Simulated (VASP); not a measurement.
# Al (P6_3/mmc) in VASP: notebook

Al is run at these levels: LDA; tasks: single point.

All numbers are computed with VASP 6.6.1; they aren't measurements. Logs are shortened: lines on timing, memory, paths and dates and some standing lists are left out, and cuts for length are marked.

### Step 1. The cell of the first run

It takes space group P6_3/mmc (No. 194, hexagonal). The conventional cell has a = 2.812 Å, b = 2.812 Å, c = 4.867 Å, α = 90.00°, β = 90.00°, γ = 120.00°. Al (site symmetry -6m2) has 12 Al at 2.81 to 2.93 Å within 3.7 Å.

### Step 2. Single point, LDA

Input file INCAR:

```
SYSTEM = Al
PREC = Accurate ; ENCUT = 520
EDIFF = 1E-7 ; ISMEAR = -1
SIGMA = 0.1 ; LREAL = .False.
LASPH = .True. ; NELM = 100
ALGO = Normal ; ISIF = 2
LWAVE = .False. ; LCHARG = .False.
NBANDS = 10
```

Input file KPOINTS:

```
regular mesh
0
Gamma
  12 12 6
  0 0 0
```

Input file POSCAR:

```
Al
1.0
    2.8124550000      0.0000000000      0.0000000000
   -1.4062280000      2.4356580000      0.0000000000
    0.0000000000      0.0000000000      4.8668500000
Al
2
Direct
    0.6666666667      0.3333333333      0.7500000000
    0.3333333333      0.6666666667      0.2500000000
```

Potentials or basis: VASP PAW LDA potentials, release 64 (Al).

Run with:

```bash
> cat potpaw_LDA.64/Al/POTCAR > POTCAR
> mpirun -np 1 vasp_std > vasp.out
```

OUTCAR:

```text
SYSTEM = Al
   PREC = Accurate
   ENCUT = 520
   EDIFF = 1E-7
   ISMEAR = -1
   LREAL = .False.
   LASPH = .True.
   NELM = 100
   ISIF = 2

 ion  position               nearest neighbor table
   1  0.667  0.333  0.750-   2 2.93   2 2.93   2 2.93   2 2.93   2 2.93   2 2.93
   2  0.333  0.667  0.250-   1 2.93   1 2.93   1 2.93   1 2.93   1 2.93   1 2.93

  LATTYP: Found a hexagonal cell.
 ALAT       =     2.8124550000
 C/A-ratio  =     1.7304632430

  Lattice vectors:

 A1 = (   2.8124550000,   0.0000000000,   0.0000000000)
 A2 = (  -1.4062280000,   2.4356580000,   0.0000000000)
 A3 = (   0.0000000000,   0.0000000000,   4.8668500000)

Analysis of symmetry for initial positions (statically):
=====================================================================
 Subroutine PRICEL returns:
 Original cell was already a primitive cell.

 Routine SETGRP: Setting up the symmetry group for a
 hexagonal supercell.

 Subroutine GETGRP returns: Found 24 space group operations
 (whereof 12 operations were pure point group operations)
 out of a pool of 24 trial point group operations.

The static configuration has the point symmetry D_3d.
 The point group associated with its full space group is D_6h.

Analysis of symmetry for dynamics (positions and initial velocities):
=====================================================================
 Subroutine PRICEL returns:
 Original cell was already a primitive cell.

 Routine SETGRP: Setting up the symmetry group for a
 hexagonal supercell.

 Subroutine GETGRP returns: Found 24 space group operations
 (whereof 12 operations were pure point group operations)
 out of a pool of 24 trial point group operations.

The dynamic configuration has the point symmetry D_3d.
 The point group associated with its full space group is D_6h.

 Subroutine INISYM returns: Found 24 space group operations
 (whereof 12 operations are pure point group operations),
 and found     1 'primitive' translations

----------------------------------------------------------------------------------------

                                     Primitive cell

  volume of cell :      33.3388

  direct lattice vectors                    reciprocal lattice vectors
     2.812455000  0.000000000  0.000000000     0.355561245  0.205283409  0.000000000
    -1.406228000  2.435658000  0.000000000     0.000000000  0.410566672  0.000000000
     0.000000000  0.000000000  4.866850000     0.000000000  0.000000000  0.205471712

  length of vectors
     2.812455000  2.812455703  4.866850000     0.410566775  0.410566672  0.205471712

  position of ions in fractional coordinates (direct lattice)
[... 83 lines left out ...]
   IBRION =     -1    ionic relax: 0-MD 1-quasi-New 2-CG
   NFREE  =      0    steps in history (QN), initial steepest desc. (CG)
   ISIF   =      2    stress and relaxation
   ISYM   =      2    0-nonsym 1-usesym 2-fastsym
   POTIM  = 0.5000    time-step for ionic-motion
   TEBEG  =    0.0;   TEEND  =   0.0 temperature during run
   PSTRESS=    0.0 pullay stress
   NELECT =       6.0000    total number of electrons
   NUPDOWN=      -1.0000    fix difference up-down
   EMIN   =  10.00;   EMAX   =-10.00  energy-range for DOS
   EFERMI =   0.00;   METHOD = LEGACY
   ISMEAR =    -1;   SIGMA  =   0.10  broadening in eV -4-tet -1-fermi 0-gaus
   EFERMI_NEDOS =   21; number of points for ismear=-14 and -15
   IALGO  =     38    algorithm
   IMIX   =      4    mixing-type and parameters
     AMIX     =   0.40;   BMIX     =  1.00
     AMIX_MAG =   1.60;   BMIX_MAG =  1.00
  volume/ion in A,a.u.               =      16.67       112.49
  Fermi-wavevector in a.u.,A,eV,Ry     =   0.924291  1.746656 11.623641  0.854313
  Thomas-Fermi vector in A             =   2.050021
   LORBIT       =      0    0 simple, 1 ext, 2 COOP (PROOUT), +10 PAW based schemes
   GGA     = CA    functional components
   LHFCALC =     F    Hartree Fock is set to
   AEXX    =    0.0000 exact exchange contribution
   IVDW    =     0    specifies the selected vdW correction
   LEPSILON=     F    determine dielectric tensor
   LRPA    =     F    only Hartree local field effects (RPA)
 non-spin polarized calculation
  energy-cutoff  :      520.00
  volume of cell :       33.34
 maximum number of plane-waves:       920
 NGX is ok and might be reduce to    24
   NGX = 11   NGY = 11   NGZ = 19

 number of electron       6.0000000 magnetization

 Free energy of the ion-electron system (eV)
  ---------------------------------------------------
  ext. energy  EPLUGINS =         0.00000000
  ---------------------------------------------------
  free energy    TOTEN  =        -8.29692828 eV

  energy without entropy =       -8.26658936  energy(sigma->0) =       -8.28175882

 E-fermi :   7.6720     XC(G=0): -10.3056

 val. band max:        7.6686897021   @ k =   0.3333   0.0833   0.5000
 cond. band min:       7.7637291564   @ k =   0.4167   0.0833   0.0000
 fundamental gap:      0.0950394543
 Fermi energy:         7.6720414165

 k-point     1 :       0.0000    0.0000    0.0000
  band No.  band energies     occupation
      1      -3.3497      2.00000
      2       2.6035      2.00000
      3       2.9027      2.00000
      4      18.8118      0.00000
      5      18.9879      0.00000
      6      18.9879      0.00000
      7      19.2869      0.00000
      8      19.2869      0.00000
      9      19.8956      0.00000
     10      22.3271      0.00000
[... 287 lines left out ...]
 k-point    24 :       0.3333    0.0000    0.1667
  band No.  band energies     occupation
      1      -0.4420      2.00000
      2       3.5559      2.00000
      3       7.1470      1.98956
      4       7.9132      0.16462
      5      11.4024      0.00000
      6      14.5923      0.00000
      7      14.9197      0.00000
      8      16.1887      0.00000
      9      18.1011      0.00000
     10      18.9745      0.00000

 [... further k-points ...]
[... 5 lines left out ...]
  --------------------------------------------------------------------------------------
  -------------------------------------------------------------------------------------
  Total       -0.4370712     -0.4370714     -1.0681331      0.0000001     -0.0000000      0.0000000
  in kB      -21.0045290    -21.0045380    -51.3317519      0.0000043     -0.0000000      0.0000000
  external PRESSURE =     -31.1136063 kB  Pullay stress =       0.0000000 kB

 VOLUME and BASIS-vectors are now :
 -----------------------------------------------------------------------------
  energy-cutoff  :      520.00
  volume of cell :       33.34
      direct lattice vectors                 reciprocal lattice vectors
     2.812455000  0.000000000  0.000000000     0.355561245  0.205283409  0.000000000
    -1.406228000  2.435658000  0.000000000     0.000000000  0.410566672  0.000000000
     0.000000000  0.000000000  4.866850000     0.000000000  0.000000000  0.205471712

 POSITION                                       TOTAL-FORCE (eV/Angst)
 -----------------------------------------------------------------------------------
      1.40623      0.81189      3.65014        -0.000000     -0.000000      0.000000
     -0.00000      1.62377      1.21671         0.000000      0.000000      0.000000
 -----------------------------------------------------------------------------------
    total drift:                                0.000000     -0.000000     -0.000000

  FREE ENERGIE OF THE ION-ELECTRON SYSTEM (eV)
  ---------------------------------------------------
  free  energy   TOTEN  =        -8.2969282783 eV

  energy  without entropy=       -8.2665893627  energy(sigma->0) =       -8.28175882
```

OSZICAR:

```text
N       E                     dE             d eps       ncg     rms          rms(c)
DAV:   1    -0.656653301996E+00   -0.65665E+00   -0.23512E+03  1520   0.471E+02
DAV:   2    -0.818632275237E+01   -0.75297E+01   -0.73076E+01  2032   0.547E+01
DAV:   3    -0.835665141612E+01   -0.17033E+00   -0.16491E+00  1998   0.644E+00
DAV:   4    -0.835727527114E+01   -0.62386E-03   -0.62379E-03  1834   0.459E-01
DAV:   5    -0.835727819294E+01   -0.29218E-05   -0.29226E-05  1888   0.322E-02    0.188E+00
DAV:   6    -0.832041738966E+01    0.36861E-01   -0.55619E-03  1700   0.336E-01    0.106E+00
DAV:   7    -0.829710297326E+01    0.23314E-01   -0.12681E-02  1652   0.498E-01    0.185E-01
DAV:   8    -0.829692874248E+01    0.17423E-03   -0.15560E-04  2080   0.687E-02    0.117E-02
DAV:   9    -0.829692833308E+01    0.40940E-06   -0.80115E-07  1780   0.542E-03    0.210E-03
DAV:  10    -0.829692827832E+01    0.54757E-07   -0.46421E-08  1404   0.102E-03
   1 F= -.82969283E+01 E0= -.82817588E+01  d E =-.303389E-01
```

Wall time 31 s (1 thread of AMD EPYC 7R13, shared host); peak memory 0.11 GiB.

Results:

```
Free energy            : -8.2969 eV
Pressure               : -3.1 GPa
Band gap on the k mesh : zero (band 3 reaches 11.35 eV, above the bottom of band 4 at 4.59 eV)
```

Levels at points of the mesh, in eV from the Fermi level:
| k point | band 1 | band 2 | band 3 | band 4 | band 5 | band 6 |
| --- | --- | --- | --- | --- | --- | --- |
| (0.00, 0.00, 0.00) | -11.02 | -5.07 | -4.77 | 11.14 | 11.32 | 11.32 |
| (0.50, 0.00, 0.00) | -5.01 | -4.88 | 0.59 | 0.63 | 1.30 | 1.51 |
| (0.00, 0.00, 0.50) | -9.47 | -9.47 | 2.38 | 2.38 | 12.41 | 12.41 |
| (0.50, 0.00, 0.50) | -3.77 | -3.77 | -3.08 | -3.08 | 7.46 | 7.46 |

### Step 3. Single point, LDA

Input file INCAR:

```
SYSTEM = Al
PREC = Accurate ; ENCUT = 520
EDIFF = 1E-6 ; ISMEAR = -1
SIGMA = 0.1 ; LREAL = .False.
LASPH = .True. ; NELM = 80
ALGO = Normal ; ISIF = 2
LWAVE = .False. ; LCHARG = .True.
GGA = CA ; LELF = .True.
LVHAR = .True. ; NBANDS = 10
```

KPOINTS is that of step 2.

POSCAR is that of step 2.

Potentials or basis: VASP PAW LDA potentials, release 64 (Al).

Run with:

```bash
> cat potpaw_LDA.64/Al/POTCAR > POTCAR
> mpirun -np 1 vasp_std > vasp.out
```

OUTCAR:

```text
SYSTEM = Al
   PREC = Accurate
   ENCUT = 520
   EDIFF = 1E-6
   ISMEAR = -1
   LREAL = .False.
   LASPH = .True.
   NELM = 80
   ISIF = 2
   GGA = CA

 ion  position               nearest neighbor table
   1  0.667  0.333  0.750-   2 2.93   2 2.93   2 2.93   2 2.93   2 2.93   2 2.93
   2  0.333  0.667  0.250-   1 2.93   1 2.93   1 2.93   1 2.93   1 2.93   1 2.93

  LATTYP: Found a hexagonal cell.
 ALAT       =     2.8124550000
 C/A-ratio  =     1.7304632430

  Lattice vectors:

 A1 = (   2.8124550000,   0.0000000000,   0.0000000000)
 A2 = (  -1.4062280000,   2.4356580000,   0.0000000000)
 A3 = (   0.0000000000,   0.0000000000,   4.8668500000)

Analysis of symmetry for initial positions (statically):
=====================================================================
 Subroutine PRICEL returns:
 Original cell was already a primitive cell.

 Routine SETGRP: Setting up the symmetry group for a
 hexagonal supercell.

 Subroutine GETGRP returns: Found 24 space group operations
 (whereof 12 operations were pure point group operations)
 out of a pool of 24 trial point group operations.

[... 165 lines left out ...]

 val. band max:        7.6687321323   @ k =   0.3333   0.0833   0.5000
 cond. band min:       7.7637187839   @ k =   0.4167   0.0833   0.0000
 fundamental gap:      0.0949866517
 Fermi energy:         7.6720872085

 k-point     1 :       0.0000    0.0000    0.0000
  band No.  band energies     occupation
      1      -3.3497      2.00000
      2       2.6035      2.00000
      3       2.9028      2.00000
      4      18.8118      0.00000
      5      18.9880      0.00000
      6      18.9880      0.00000
      7      19.2869      0.00000
      8      19.2869      0.00000
      9      19.8957      0.00000
     10      22.3272      0.00000
[... 287 lines left out ...]
 k-point    24 :       0.3333    0.0000    0.1667
  band No.  band energies     occupation
      1      -0.4420      2.00000
      2       3.5560      2.00000
      3       7.1471      1.98956
      4       7.9132      0.16462
      5      11.4024      0.00000
      6      14.5923      0.00000
      7      14.9197      0.00000
      8      16.1888      0.00000
      9      18.1012      0.00000
     10      18.9745      0.00000

 [... further k-points ...]
[... 5 lines left out ...]
  --------------------------------------------------------------------------------------
  -------------------------------------------------------------------------------------
  Total       -0.4375042     -0.4375044     -1.0677536      0.0000001      0.0000000     -0.0000000
  in kB      -21.0253361    -21.0253451    -51.3135158      0.0000043      0.0000000     -0.0000000
  external PRESSURE =     -31.1213990 kB  Pullay stress =       0.0000000 kB

 VOLUME and BASIS-vectors are now :
 -----------------------------------------------------------------------------
  energy-cutoff  :      520.00
  volume of cell :       33.34
      direct lattice vectors                 reciprocal lattice vectors
     2.812455000  0.000000000  0.000000000     0.355561245  0.205283409  0.000000000
    -1.406228000  2.435658000  0.000000000     0.000000000  0.410566672  0.000000000
     0.000000000  0.000000000  4.866850000     0.000000000  0.000000000  0.205471712

 POSITION                                       TOTAL-FORCE (eV/Angst)
 -----------------------------------------------------------------------------------
      1.40623      0.81189      3.65014         0.000000     -0.000000      0.000000
     -0.00000      1.62377      1.21671        -0.000000      0.000000      0.000000
 -----------------------------------------------------------------------------------
    total drift:                                0.000000     -0.000000     -0.000000

  FREE ENERGIE OF THE ION-ELECTRON SYSTEM (eV)
  ---------------------------------------------------
  free  energy   TOTEN  =        -8.2969283331 eV

  energy  without entropy=       -8.2665894255  energy(sigma->0) =       -8.28175888
```

OSZICAR:

```text
N       E                     dE             d eps       ncg     rms          rms(c)
DAV:   1    -0.656653301996E+00   -0.65665E+00   -0.23512E+03  1520   0.471E+02
DAV:   2    -0.818632275237E+01   -0.75297E+01   -0.73076E+01  2032   0.547E+01
DAV:   3    -0.835665141612E+01   -0.17033E+00   -0.16491E+00  1998   0.644E+00
DAV:   4    -0.835727527114E+01   -0.62386E-03   -0.62379E-03  1834   0.459E-01
DAV:   5    -0.835727819294E+01   -0.29218E-05   -0.29226E-05  1888   0.322E-02    0.188E+00
DAV:   6    -0.832041738966E+01    0.36861E-01   -0.55619E-03  1700   0.336E-01    0.106E+00
DAV:   7    -0.829710297326E+01    0.23314E-01   -0.12681E-02  1652   0.498E-01    0.185E-01
DAV:   8    -0.829692874248E+01    0.17423E-03   -0.15560E-04  2080   0.687E-02    0.117E-02
DAV:   9    -0.829692833307E+01    0.40941E-06   -0.79791E-07  1704   0.542E-03
   1 F= -.82969283E+01 E0= -.82817589E+01  d E =-.303389E-01
```

Run time: 36 s. Hardware: 1 thread of AMD EPYC 7R13, shared host; peak memory 0.11 GiB.

What came out:

* Free energy: -8.2969 eV
* Pressure: -3.1 GPa
* Band gap on the k mesh: zero (band 3 reaches 11.35 eV, above the bottom of band 4 at 4.59 eV)

Stress tensor (GPa, compression positive):
```
-2.10  0.00  0.00
 0.00 -2.10  0.00
 0.00  0.00 -5.13
```
